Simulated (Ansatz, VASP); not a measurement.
One calculation of P, two programs

The input INCAR:

```
SYSTEM = P
ALGO = Normal ; EDIFF = 1E-7
ENCUT = 520 ; GGA = PE
ISIF = 2 ; ISMEAR = 0
LASPH = .True. ; LCHARG = .False.
LREAL = .False. ; LWAVE = .False.
NBANDS = 8 ; NELM = 80
PREC = Accurate ; SIGMA = 0.1
```

File KPOINTS:

```
k-points
0
Gamma
  8 6 6
  0 0 0
```

File POSCAR:

```
P
1.0
    2.0395533000      0.0000000000      0.0000000000
    0.0000000000      3.0626286600      0.0000000000
    0.0000000000      0.0000000000      3.3571225300
P
1
Direct
    0.0000000000      0.0000000000      0.0000000000
```

Input for Ansatz:

```yaml
crystal:
  lattice:
    - [2.0395533, 0.0, 0.0]
    - [0.0, 3.06262866, 0.0]
    - [0.0, 0.0, 3.35712253]
  atoms:
    - { symbol: P, position: [0.0, 0.0, 0.0] }
basis:
  ecutwfc: 420
kpoints:
  mp_grid: { grid: [8, 6, 6] }
hamiltonian:
  xc: pbe
scf:
  occupations: { method: gaussian, width: 0.1 }
  lower_state_search: "off"
output:
  forces: true
  stress: true
  eigenvalues: true
```

Alike in both runs: task single point; functional PBE; k mesh 8 × 6 × 6; occupations gaussian, width 0.1 eV; no spin polarisation.

|  | VASP | Ansatz |
| --- | --- | --- |
| version | VASP 6.6.1 | Ansatz 0.2.0 |
| potentials or method | VASP PAW PBE potentials, release 64 (P), cutoff 520 eV | scalar-relativistic, plane waves, PAW |
| valence electrons in the cell | 5 | 5 |

VASP gave:

```
gap on the k mesh at the Fermi level (eV)                     : none
pressure (GPa)                                                : 7.6
traceless stress, the component that is largest in VASP (GPa) : 28.74
```

Q: What did Ansatz give for the same quantities?

A: gap on the k mesh at the Fermi level (eV): none; pressure (GPa): 7.9; traceless stress, the component that is largest in VASP (GPa): 29.25.

A gap of «none» marks a metal or a gap that the smearing closes. With one functional, cell and mesh, what is left measures potentials, basis and numerics.

The k mesh is coarse, so the values compare programs but aren't converged.
